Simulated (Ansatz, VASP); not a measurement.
**Si2Mo: VASP beside Ansatz**

```
Si Mo
1.0
    -1.60213    1.60213    3.90810
     1.60213   -1.60213    3.90810
     1.60213    1.60213   -3.90810
Si Mo
2 1
Direct
  0.66457 0.66457 0.00000
  0.33543 0.33543 0.00000
  0.00000 0.00000 0.00000
```

Alike in both runs: task relaxation of cell and atoms; functional LDA; k mesh 18 × 18 × 18; occupations gaussian, width 0.1 eV; no spin polarisation.

```csv
,VASP,Ansatz
version,VASP 6.6.1,Ansatz 0.2.0
potentials or method,"VASP PAW LDA potentials, release 64 (Si, Mo_sv), cutoff 600 eV","scalar-relativistic, plane waves, PAW"
valence electrons in the cell,22,22
```

```csv
,VASP,Ansatz,Ansatz less VASP
"gap on the k mesh at the Fermi level, each at its own relaxed structure (eV)",none,none,-
relaxed volume (Å³/atom),13.10,13.06,-0.033
relaxed length of the cell vector where the two differ most in proportion (Å),4.494,4.490,-0.0036
```

Ansatz warns that its potentials were made for another functional, while VASP's fit it. LDA's correlation is that of Perdew and Zunger in VASP and of Perdew and Wang (1992) in Ansatz. A gap of «none» marks a metal or a gap that the smearing closes.
